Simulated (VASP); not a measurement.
## GdO: single point with LDA

The system is GdO.

```
Gd O
1.0
     3.11330    0.00000    0.00000
    -1.55665    2.69620    0.00000
     0.00000    0.00000    3.03843
Gd O
1 1
Direct
  0.00000 0.00000 0.00000
  0.66667 0.33333 0.50000
```

```yaml
Program: VASP 6.6.1
Task: single point
Functional: LDA
Potentials_or_basis: VASP PAW PBE potentials, release 64 (Gd, O)
Cutoff: 520 eV
k_mesh: 10 × 10 × 9
Occupations: fermi-dirac, width 0.05 eV
Spin: collinear spin, ferromagnetic start
Starting_moments: "[7.0, 0.0] μB"
Dipole_correction: no
Further_INCAR_settings: ALGO = Normal; EDIFF = 1e-06; NBANDS = 23
```

```json
{"Pressure": "17.5 GPa", "Net moment": "6.89 μB per cell", "Site moments": "Gd +6.68; O -0.01 μB", "Valence electrons inside the program's atomic spheres": "Gd 15.49; O 5.02"}
```

Stress tensor (GPa, compression positive):
```
19.08  0.00  0.00
 0.00 19.08  0.00
 0.00  0.00 14.37
```

Levels at points of the mesh, in eV from the Fermi level:
Spin up:
| k point | band 11 | band 12 | band 13 | band 14 | band 15 | band 16 | band 17 | band 18 | band 19 | band 20 |
| --- | --- | --- | --- | --- | --- | --- | --- | --- | --- | --- |
| (0.00, 0.00, 0.00) | -3.92 | -3.76 | -3.76 | -3.65 | -3.05 | -2.47 | 1.12 | 3.78 | 3.78 | 6.94 |
| (0.50, 0.00, 0.00) | -3.80 | -3.74 | -3.71 | -3.65 | -3.11 | -1.95 | 3.77 | 5.63 | 5.66 | 7.86 |
Spin down:
| k point | band 7 | band 8 | band 9 | band 10 | band 11 | band 12 |
| --- | --- | --- | --- | --- | --- | --- |
| (0.00, 0.00, 0.00) | -5.30 | -4.38 | -1.77 | -0.34 | 0.80 | 0.80 |
| (0.50, 0.00, 0.00) | -5.95 | -4.60 | -1.34 | 0.56 | 0.60 | 0.84 |

It took 87 s on 1 thread of AMD EPYC 9R45 (Zen 5), with other jobs on the host, peak memory 0.16 GiB.

Caveat: the PAW data sets were made with another functional, which shifts forces and pressure a little; spin-orbit coupling is left out, which moves the levels of the heavy elements; a cell with one magnetic atom can't hold antiferromagnetic order, which such compounds often take; without U or exact exchange the open f shell lies at the Fermi level, which spoils levels, moments and volumes. With open d or f shells a metallic result of LDA can be an artefact of self-interaction; +U or a hybrid may open a gap.
